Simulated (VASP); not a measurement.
Hf, 2 atoms in the cell. The structure is hexagonal, space group P6_3/mmc (No. 194). The conventional cell has a = 3.116 Å, b = 3.116 Å, c = 4.960 Å, α = 90.00°, β = 90.00°, γ = 120.00°. Hf (site symmetry -6m2) has 12 Hf at 3.06 to 3.12 Å within 4.0 Å. 

```yaml
Program: VASP 6.6.1
Task: single point
Functional: LDA
Potentials_or_basis: VASP PAW LDA potentials, release 64 (Hf_pv)
Cutoff: 520 eV
k_mesh: 12 × 12 × 8
Occupations: fermi-dirac, width 0.15 eV
Spin: no spin polarisation
Dipole_correction: no
Further_INCAR_settings: ALGO = Fast; EDIFF = 1e-07; NBANDS = 17
```

Potentials or basis: VASP PAW LDA potentials, release 64 (Hf_pv).

Run with:

```sh
$ cat potpaw_LDA.64/Hf_pv/POTCAR > POTCAR
$ mpirun -np 1 vasp_std > vasp.out
```

Hardware: 1 thread of Intel(R) Xeon(R) 6975P-C (Granite Rapids), on a shared host.

Q: How long does it take, and how much memory?

A: Run time: 30 s on 1 thread of Intel(R) Xeon(R) 6975P-C (Granite Rapids), with other jobs on the host, peak memory 0.18 GiB. Counts: scf iterations 19, k points 95.
